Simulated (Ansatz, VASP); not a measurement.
## B6C: VASP beside Ansatz

```
B C
1.0
    -2.00707    2.00707    2.90060
     2.00707   -2.00707    2.90060
     2.00707    2.00707   -2.90060
B C
6 1
Direct
  0.71669 0.71669 0.43339
  0.28331 0.28331 0.56661
  0.71669 0.28331 0.00000
  0.28331 0.71669 0.00000
  0.75000 0.25000 0.50000
  0.25000 0.75000 0.50000
  0.00000 0.00000 0.00000
```

Alike in both runs: functional PBE; k mesh 5 × 5 × 5; occupations gaussian, width 0.2 eV; no spin polarisation.

Ansatz relaxed the structure, and its values are those at the end. VASP's run is a single point on that final structure, the one shown.

|  | VASP | Ansatz |
| --- | --- | --- |
| version | VASP 6.6.1 | Ansatz 0.2.0 |
| potentials or method | VASP PAW PBE potentials, release 64 (B, C), cutoff 600 eV | scalar-relativistic, plane waves, PAW |
| valence electrons in the cell | 22 | 22 |

Ansatz gave:

```
gap on the k mesh at the Fermi level (eV) : none
pressure (GPa)                            : 0.0
rms of the force components (eV/Å)        : 0.004
```

Question: Which values does VASP return?

Answer: gap on the k mesh at the Fermi level (eV): none; pressure (GPa): -0.1; rms of the force components (eV/Å): 0.000.

A gap of «none» marks a metal or a gap that the smearing closes. The functional is the same, so the differences come from potentials, cutoffs and numerics.

The k mesh is coarse, so the values compare programs but aren't converged.
